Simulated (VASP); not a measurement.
# Ca (P6_3/mmc) in VASP: further runs, part 2 of 3

VASP 6.6.1. Earlier steps stand in the parts before.

**3. Single point, PBEsol**

This run uses another cell than the first one, of 23.93 Å³/atom.

INCAR

```
ALGO = Normal
EDIFF = 1E-6
ENCUT = 520
GGA = PS
ISIF = 2
ISMEAR = -1
LASPH = T
LCHARG = F
LREAL = F
LWAVE = F
NBANDS = 17
NELM = 80
PREC = Accurate
SIGMA = 0.05
```

KPOINTS

```
k-points
0
Gamma
  8 8 4
```

POSCAR

```
Ca
1.0
    3.2128302059      0.0000000000      0.0000000000
   -1.6064151030      2.7823925764      0.0000000000
    0.0000000000      0.0000000000      5.3541696505
Ca
2
Direct
    0.6666666667      0.3333333333      0.7500000000
    0.3333333333      0.6666666667      0.2500000000
```

Potentials or basis: VASP PAW PBE potentials, release 64 (Ca_sv).

Started as:

```sh
> cat potpaw_PBE.64/Ca_sv/POTCAR > POTCAR
> mpirun -np 1 vasp_std > vasp.out
```

OUTCAR:

```text
EDIFF = 1E-6
   ENCUT = 520
   GGA = PS
   ISIF = 2
   ISMEAR = -1
   LASPH = T
   LREAL = F
   NELM = 80
   PREC = Accurate

 ion  position               nearest neighbor table
   1  0.667  0.333  0.750-
   2  0.333  0.667  0.250-

  LATTYP: Found a hexagonal cell.
 ALAT       =     3.2128302059
 C/A-ratio  =     1.6664963000

  Lattice vectors:

 A1 = (   3.2128302059,   0.0000000000,   0.0000000000)
 A2 = (  -1.6064151030,   2.7823925764,   0.0000000000)
 A3 = (   0.0000000000,   0.0000000000,   5.3541696505)

Analysis of symmetry for initial positions (statically):
=====================================================================
 Subroutine PRICEL returns:
 Original cell was already a primitive cell.

 Routine SETGRP: Setting up the symmetry group for a
 hexagonal supercell.

 Subroutine GETGRP returns: Found 24 space group operations
 (whereof 12 operations were pure point group operations)
 out of a pool of 24 trial point group operations.

The static configuration has the point symmetry D_3d.
 The point group associated with its full space group is D_6h.

Analysis of symmetry for dynamics (positions and initial velocities):
=====================================================================
 Subroutine PRICEL returns:
 Original cell was already a primitive cell.

 Routine SETGRP: Setting up the symmetry group for a
 hexagonal supercell.

 Subroutine GETGRP returns: Found 24 space group operations
 (whereof 12 operations were pure point group operations)
 out of a pool of 24 trial point group operations.

The dynamic configuration has the point symmetry D_3d.
 The point group associated with its full space group is D_6h.

 Subroutine INISYM returns: Found 24 space group operations
 (whereof 12 operations are pure point group operations),
 and found     1 'primitive' translations
[... 103 lines left out ...]
   POTIM  = 0.5000    time-step for ionic-motion
   TEBEG  =    0.0;   TEEND  =   0.0 temperature during run
   PSTRESS=    0.0 pullay stress
   NELECT =      20.0000    total number of electrons
   NUPDOWN=      -1.0000    fix difference up-down
   EMIN   =  10.00;   EMAX   =-10.00  energy-range for DOS
   EFERMI =   0.00;   METHOD = LEGACY
   ISMEAR =    -1;   SIGMA  =   0.05  broadening in eV -4-tet -1-fermi 0-gaus
   EFERMI_NEDOS =   21; number of points for ismear=-14 and -15
   IALGO  =     38    algorithm
   IMIX   =      4    mixing-type and parameters
     AMIX     =   0.40;   BMIX     =  1.00
     AMIX_MAG =   1.60;   BMIX_MAG =  1.00
  volume/ion in A,a.u.               =      23.93       161.50
  Fermi-wavevector in a.u.,A,eV,Ry     =   1.223917  2.312868 20.381166  1.497973
  Thomas-Fermi vector in A             =   2.359011
   LORBIT       =      0    0 simple, 1 ext, 2 COOP (PROOUT), +10 PAW based schemes
   GGA     = PS    functional components
   LHFCALC =     F    Hartree Fock is set to
   AEXX    =    0.0000 exact exchange contribution
   IVDW    =     0    specifies the selected vdW correction
   LEPSILON=     F    determine dielectric tensor
   LRPA    =     F    only Hartree local field effects (RPA)
 non-spin polarized calculation
  energy-cutoff  :      520.00
  volume of cell :       47.86
 maximum number of plane-waves:      1304
 NGX is ok and might be reduce to    24
   NGX = 11   NGY = 11   NGZ = 19

 number of electron      20.0000004 magnetization

 Free energy of the ion-electron system (eV)
  ---------------------------------------------------
  ext. energy  EPLUGINS =         0.00000000
  ---------------------------------------------------
  free energy    TOTEN  =        -2.73521477 eV

  energy without entropy =       -2.72017154  energy(sigma->0) =       -2.72769315

 E-fermi :   4.5598     XC(G=0):  -9.8553

 val. band max:        4.5088540168   @ k =   0.3750   0.2500   0.0000
 cond. band min:       4.5862618974   @ k =   0.2500   0.1250   0.0000
 fundamental gap:      0.0774078806
 Fermi energy:         4.5598291113

 k-point     1 :       0.0000    0.0000    0.0000
  band No.  band energies     occupation
      1     -36.0747      2.00000
      2     -35.9248      2.00000
      3     -17.6314      2.00000
      4     -16.8435      2.00000
      5     -16.8435      2.00000
      6     -16.7431      2.00000
[... 457 lines left out ...]
      4     -17.5441      2.00000
      5     -16.9701      2.00000
      6     -16.9701      2.00000
[... 9 lines left out ...]
     16       8.8158      0.00000
     17      10.5994      0.00000

 [... further k-points ...]
[... 5 lines left out ...]
  --------------------------------------------------------------------------------------
  -------------------------------------------------------------------------------------
  Total        5.9732240      5.9732240      5.9791899     -0.0000000     -0.0000000      0.0000000
  in kB      199.9498478    199.9498478    200.1495520     -0.0000000     -0.0000000      0.0000000
  external PRESSURE =     200.0164159 kB  Pullay stress =       0.0000000 kB

 VOLUME and BASIS-vectors are now :
 -----------------------------------------------------------------------------
  energy-cutoff  :      520.00
  volume of cell :       47.86
      direct lattice vectors                 reciprocal lattice vectors
     3.212830206  0.000000000  0.000000000     0.311252054  0.179701457  0.000000000
    -1.606415103  2.782392576  0.000000000     0.000000000  0.359402914  0.000000000
     0.000000000  0.000000000  5.354169651     0.000000000  0.000000000  0.186770324

 POSITION                                       TOTAL-FORCE (eV/Angst)
 -----------------------------------------------------------------------------------
      1.60642      0.92746      4.01563        -0.000000      0.000000      0.000000
     -0.00000      1.85493      1.33854         0.000000      0.000000     -0.000000
 -----------------------------------------------------------------------------------
    total drift:                               -0.000000      0.000000      0.000000

  FREE ENERGIE OF THE ION-ELECTRON SYSTEM (eV)
  ---------------------------------------------------
  free  energy   TOTEN  =        -2.7352147694 eV

  energy  without entropy=       -2.7201715390  energy(sigma->0) =       -2.72769315
```

Wall time 22 s (1 thread of Intel Xeon 8259CL, shared host); peak memory 0.16 GiB.

Results:

| Quantity | Value |
| --- | --- |
| Free energy | -2.7352 eV |
| Pressure | 20.0 GPa |
| Band gap on the k mesh | zero (bands 10 and 11 overlap by 0.37 eV) |

Levels at points of the mesh, in eV from the Fermi level:
```tsv
k point	band 7	band 8	band 9	band 10	band 11	band 12	band 13	band 14
(0.00, 0.00, 0.00)	-21.30	-21.29	-4.68	-1.27	1.00	2.90	3.07	3.07
(0.50, 0.00, 0.00)	-21.48	-21.43	-0.94	-0.57	-0.32	0.71	2.16	2.97
(0.00, 0.00, 0.50)	-21.35	-21.35	-3.11	-3.11	1.72	1.72	3.07	3.07
(0.50, 0.00, 0.50)	-21.52	-21.52	-1.09	-1.09	0.81	0.81	2.29	2.29
```

Caveat: the cell stands under pressure; the PAW data sets were made with another functional, which shifts forces and pressure a little.

**4. Single point, PBEsol**

This run uses another cell than the first one, of 29.04 Å³/atom.

INCAR

```
SYSTEM = Ca
ALGO = Fast
EDIFF = 1E-7
ENCUT = 520
GGA = PS
ISIF = 2
ISMEAR = -1
LASPH = .True.
LCHARG = .False.
LREAL = .False.
LWAVE = .False.
NBANDS = 17
NELM = 100
PREC = Accurate
SIGMA = 0.05
```

KPOINTS

```
k-points
0
Gamma
  8 8 4
  0 0 0
```

POSCAR

```
Ca
1.0
    3.4424773398      0.0000000000      0.0000000000
   -1.7212386699      2.9812728282      0.0000000000
    0.0000000000      0.0000000000      5.6600633870
Ca
2
Direct
    0.6666666667      0.3333333333      0.7500000000
    0.3333333333      0.6666666667      0.2500000000
```

Potentials or basis: VASP PAW PBE potentials, release 64 (Ca_sv).

Started as:

```sh
> cat potpaw_PBE.64/Ca_sv/POTCAR > POTCAR
> mpirun -np 1 vasp_std > vasp.out
```

OUTCAR:

```text
SYSTEM = Ca
   EDIFF = 1E-7
   ENCUT = 520
   GGA = PS
   ISIF = 2
   ISMEAR = -1
   LASPH = .True.
   LREAL = .False.
   NELM = 100
   PREC = Accurate

 ion  position               nearest neighbor table
   1  0.667  0.333  0.750-
   2  0.333  0.667  0.250-

  LATTYP: Found a hexagonal cell.
 ALAT       =     3.4424773398
 C/A-ratio  =     1.6441831938

  Lattice vectors:

 A1 = (   3.4424773398,   0.0000000000,   0.0000000000)
 A2 = (  -1.7212386699,   2.9812728282,   0.0000000000)
 A3 = (   0.0000000000,   0.0000000000,   5.6600633870)

Analysis of symmetry for initial positions (statically):
=====================================================================
 Subroutine PRICEL returns:
 Original cell was already a primitive cell.

 Routine SETGRP: Setting up the symmetry group for a
 hexagonal supercell.

 Subroutine GETGRP returns: Found 24 space group operations
 (whereof 12 operations were pure point group operations)
 out of a pool of 24 trial point group operations.

The static configuration has the point symmetry D_3d.
 The point group associated with its full space group is D_6h.

Analysis of symmetry for dynamics (positions and initial velocities):
=====================================================================
 Subroutine PRICEL returns:
 Original cell was already a primitive cell.

 Routine SETGRP: Setting up the symmetry group for a
 hexagonal supercell.

 Subroutine GETGRP returns: Found 24 space group operations
 (whereof 12 operations were pure point group operations)
 out of a pool of 24 trial point group operations.

The dynamic configuration has the point symmetry D_3d.
 The point group associated with its full space group is D_6h.

 Subroutine INISYM returns: Found 24 space group operations
 (whereof 12 operations are pure point group operations),
 and found     1 'primitive' translations

----------------------------------------------------------------------------------------

                                     Primitive cell

  volume of cell :      58.0890

  direct lattice vectors                    reciprocal lattice vectors
     3.442477340  0.000000000  0.000000000     0.290488477  0.167713600  0.000000000
    -1.721238670  2.981272828  0.000000000     0.000000000  0.335427201  0.000000000
     0.000000000  0.000000000  5.660063387     0.000000000  0.000000000  0.176676467

  length of vectors
     3.442477340  3.442477340  5.660063387     0.335427201  0.335427201  0.176676467

  position of ions in fractional coordinates (direct lattice)
     0.666666667  0.333333333  0.750000000
     0.333333333  0.666666667  0.250000000

  ion indices of the primitive-cell ions
   primitive index   ion index
                 1           1
                 2           2

----------------------------------------------------------------------------------------

 KPOINTS: k-points

Automatic generation of k-mesh.
 Grid dimensions read from file:
 generate k-points for:    8    8    4

 Generating k-lattice:

  Cartesian coordinates                     Fractional coordinates (reciprocal lattice)
     0.036311060  0.020964200  0.000000000     0.125000000 -0.000000000  0.000000000
     0.000000000  0.041928400  0.000000000     0.000000000  0.125000000  0.000000000
     0.000000000  0.000000000  0.044169117     0.000000000  0.000000000  0.250000000

  Length of vectors
     0.041928400  0.041928400  0.044169117

  Shift w.r.t. Gamma in fractional coordinates (k-lattice)
     0.000000000  0.000000000  0.000000000

 Subroutine IBZKPT returns following result:
 ===========================================

 Found     30 irreducible k-points:

 Following reciprocal coordinates:
            Coordinates               Weight
  0.000000  0.000000  0.000000      1.000000
  0.125000  0.000000  0.000000      6.000000
  0.250000  0.000000  0.000000      6.000000
  0.375000  0.000000  0.000000      6.000000
  0.500000  0.000000  0.000000      3.000000
  0.125000  0.125000  0.000000      6.000000
[... 16 lines left out ...]
  0.250000  0.000000  0.500000      6.000000
  0.375000  0.000000  0.500000      6.000000
 [... further k-points ...]
   k-points           NKPTS =     30   k-points in BZ     NKDIM =     30   number of bands    NBANDS=     17
   number of dos      NEDOS =    301   number of ions     NIONS =      2
   total plane-waves  NPLWV =  32928
   dimension x,y,z NGX =    28 NGY =   28 NGZ =   42
   dimension x,y,z NGXF=    56 NGYF=   56 NGZF=   84
   ions per type =               2
   NGX,Y,Z   is equivalent  to a cutoff of  13.52, 13.52, 12.34 a.u.
   NGXF,Y,Z  is equivalent  to a cutoff of  27.04, 27.04, 24.67 a.u.
 SYSTEM =  Ca
   PREC   = accura    normal or accurate (medium, high low for compatibility)
   ISTART =      0    job   : 0-new  1-cont  2-samecut
   ICHARG =      2    charge: 1-file 2-atom 10-const
   ISPIN  =      1    spin polarized calculation?
   LNONCOLLINEAR =      F non collinear calculations
   LSORBIT =      F    spin-orbit coupling
   LASPH  =      T    aspherical Exc in radial PAW
   ENCUT  =  520.0 eV  38.22 Ry    6.18 a.u.   6.40  6.40 10.52*2*pi/ulx,y,z
   NELM   =    100;   NELMIN=  2; NELMDL= -5     # of ELM steps
   EDIFF  = 0.1E-06   stopping-criterion for ELM
   LREAL  =      F    real-space projection
   EDIFFG = 0.1E-05   stopping-criterion for IOM
   NSW    =      0    number of steps for IOM
   IBRION =     -1    ionic relax: 0-MD 1-quasi-New 2-CG
   NFREE  =      0    steps in history (QN), initial steepest desc. (CG)
   ISIF   =      2    stress and relaxation
   ISYM   =      2    0-nonsym 1-usesym 2-fastsym
   POTIM  = 0.5000    time-step for ionic-motion
   TEBEG  =    0.0;   TEEND  =   0.0 temperature during run
   PSTRESS=    0.0 pullay stress
   NELECT =      20.0000    total number of electrons
   NUPDOWN=      -1.0000    fix difference up-down
   EMIN   =  10.00;   EMAX   =-10.00  energy-range for DOS
   EFERMI =   0.00;   METHOD = LEGACY
   ISMEAR =    -1;   SIGMA  =   0.05  broadening in eV -4-tet -1-fermi 0-gaus
   EFERMI_NEDOS =   21; number of points for ismear=-14 and -15
   IALGO  =     68    algorithm
   IMIX   =      4    mixing-type and parameters
     AMIX     =   0.40;   BMIX     =  1.00
     AMIX_MAG =   1.60;   BMIX_MAG =  1.00
  volume/ion in A,a.u.               =      29.04       196.00
  Fermi-wavevector in a.u.,A,eV,Ry     =   1.147414  2.168298 17.912870  1.316559
  Thomas-Fermi vector in A             =   2.284094
   LORBIT       =      0    0 simple, 1 ext, 2 COOP (PROOUT), +10 PAW based schemes
   GGA     = PS    functional components
   LHFCALC =     F    Hartree Fock is set to
   AEXX    =    0.0000 exact exchange contribution
   IVDW    =     0    specifies the selected vdW correction
   LEPSILON=     F    determine dielectric tensor
   LRPA    =     F    only Hartree local field effects (RPA)
 non-spin polarized calculation
 RMM-DIIS sequential band-by-band and
  energy-cutoff  :      520.00
  volume of cell :       58.09
 maximum number of plane-waves:      1583
 NGX is ok and might be reduce to    28
   NGX = 13   NGY = 13   NGZ = 21

 number of electron      20.0000001 magnetization

 Free energy of the ion-electron system (eV)
  ---------------------------------------------------
  ext. energy  EPLUGINS =         0.00000000
  ---------------------------------------------------
  free energy    TOTEN  =        -3.66812841 eV

  energy without entropy =       -3.65051219  energy(sigma->0) =       -3.65932030

 E-fermi :   3.5751     XC(G=0):  -9.0972

 val. band max:        3.5501010522   @ k =   0.3750   0.1250   0.0000
 cond. band min:       3.5837189228   @ k =   0.2500   0.1250   0.0000
 fundamental gap:      0.0336178707
 Fermi energy:         3.5751147675

 k-point     1 :       0.0000    0.0000    0.0000
  band No.  band energies     occupation
      1     -37.4373      2.00000
      2     -37.3650      2.00000
      3     -18.8025      2.00000
      4     -18.3636      2.00000
      5     -18.3636      2.00000
      6     -18.3011      2.00000
[... 9 lines left out ...]
     16       6.8255      0.00000
     17       7.4359      0.00000

 k-point     2 :       0.1250    0.0000    0.0000
  band No.  band energies     occupation
      1     -37.4275      2.00000
      2     -37.3601      2.00000
      3     -18.7764      2.00000
      4     -18.4231      2.00000
      5     -18.3816      2.00000
      6     -18.3624      2.00000
[... 9 lines left out ...]
     16       7.0280      0.00000
     17       7.0905      0.00000
[... 421 lines left out ...]
 k-point    24 :       0.3750    0.0000    0.5000
  band No.  band energies     occupation
      1     -37.3581      2.00000
      2     -37.3581      2.00000
      3     -18.7417      2.00000
      4     -18.7417      2.00000
      5     -18.4289      2.00000
      6     -18.4289      2.00000
[... 9 lines left out ...]
     16       7.2620      0.00000
     17       8.7967      0.00000

 [... further k-points ...]
[... 5 lines left out ...]
  --------------------------------------------------------------------------------------
  -------------------------------------------------------------------------------------
  Total        3.6313482      3.6313482      3.6202098     -0.0000000      0.0000000      0.0000000
  in kB      100.1577059    100.1577059     99.8504921     -0.0000000      0.0000000      0.0000000
  external PRESSURE =     100.0553013 kB  Pullay stress =       0.0000000 kB

 VOLUME and BASIS-vectors are now :
 -----------------------------------------------------------------------------
  energy-cutoff  :      520.00
  volume of cell :       58.09
      direct lattice vectors                 reciprocal lattice vectors
     3.442477340  0.000000000  0.000000000     0.290488477  0.167713600  0.000000000
    -1.721238670  2.981272828  0.000000000     0.000000000  0.335427201  0.000000000
     0.000000000  0.000000000  5.660063387     0.000000000  0.000000000  0.176676467

 POSITION                                       TOTAL-FORCE (eV/Angst)
 -----------------------------------------------------------------------------------
      1.72124      0.99376      4.24505        -0.000000     -0.000000      0.000000
     -0.00000      1.98752      1.41502         0.000000      0.000000      0.000000
 -----------------------------------------------------------------------------------
    total drift:                               -0.000000      0.000000      0.000000

  FREE ENERGIE OF THE ION-ELECTRON SYSTEM (eV)
  ---------------------------------------------------
  free  energy   TOTEN  =        -3.6681284121 eV

  energy  without entropy=       -3.6505121926  energy(sigma->0) =       -3.65932030
```

OSZICAR:

```text
N       E                     dE             d eps       ncg     rms          rms(c)
DAV:   1     0.175860621023E+03    0.17586E+03   -0.10472E+04  1020   0.113E+03
DAV:   2     0.587723182311E+01   -0.16998E+03   -0.16734E+03  1108   0.328E+02
DAV:   3    -0.350830988797E+01   -0.93855E+01   -0.93265E+01  1979   0.585E+01
DAV:   4    -0.372264678995E+01   -0.21434E+00   -0.21363E+00  1114   0.953E+00
DAV:   5    -0.373290567562E+01   -0.10259E-01   -0.10257E-01  1721   0.126E+00    0.267E+00
RMM:   6    -0.368792745262E+01    0.44978E-01   -0.14503E-02  1087   0.124E+00    0.164E+00
RMM:   7    -0.366645391725E+01    0.21474E-01   -0.40800E-02  1222   0.213E+00    0.136E-01
RMM:   8    -0.366748174973E+01   -0.10278E-02   -0.16921E-02  1313   0.907E-01    0.796E-02
RMM:   9    -0.366796754715E+01   -0.48580E-03   -0.50738E-03  1543   0.453E-01    0.958E-02
RMM:  10    -0.366857607112E+01   -0.60852E-03   -0.25699E-03  1495   0.394E-01    0.406E-01
RMM:  11    -0.366811008199E+01    0.46599E-03   -0.92521E-04  1289   0.315E-01    0.414E-02
RMM:  12    -0.366811903712E+01   -0.89551E-05   -0.20903E-04  1438   0.117E-01    0.209E-02
RMM:  13    -0.366812552966E+01   -0.64925E-05   -0.68204E-05  1510   0.685E-02    0.157E-03
RMM:  14    -0.366812796724E+01   -0.24376E-05   -0.18116E-05  1626   0.283E-02    0.439E-03
RMM:  15    -0.366812813033E+01   -0.16309E-06   -0.59366E-06  1520   0.804E-03    0.858E-04
RMM:  16    -0.366812833870E+01   -0.20837E-06   -0.17256E-06  1305   0.444E-03    0.434E-04
RMM:  17    -0.366812841211E+01   -0.73408E-07   -0.90217E-07  1122   0.285E-03
   1 F= -.36681284E+01 E0= -.36593203E+01  d E =-.176162E-01
```

stdout:

```text
POSCAR found type information on POSCAR Ca
 POSCAR found :  1 types and       2 ions
 scaLAPACK will be used
 -----------------------------------------------------------------------------
|                                                                             |
|                                                                             |
|     You enforced a specific xc type in the INCAR file but a different       |
|     I HOPE YOU KNOW WHAT YOU ARE DOING!                                     |
|                                                                             |
 -----------------------------------------------------------------------------

 LDA part: xc-table for (Slater+PW92), standard interpolation
 POSCAR, INCAR and KPOINTS ok, starting setup
 FFT: planning ... GRIDC
 FFT: planning ... GRID_SOFT
 FFT: planning ... GRID
 WAVECAR not read
 entering main loop
 num prob  num prob  num prob  num prob RMM:  17    -0.366812841211E+01   -0.73408E-07   -0.90217E-07  1122   0.285E-03
```

Wall time 75 s (1 thread of Intel Xeon 8259CL, shared host); peak memory 0.18 GiB.

What came out:

- Free energy: -3.6681 eV
- Pressure: 10.0 GPa
- Band gap on the k mesh: zero (bands 10 and 11 overlap by 0.19 eV)

Caveat: the cell stands under pressure; the PAW data sets were made with another functional, which shifts forces and pressure a little.

(Continued in part 3 of 3.)
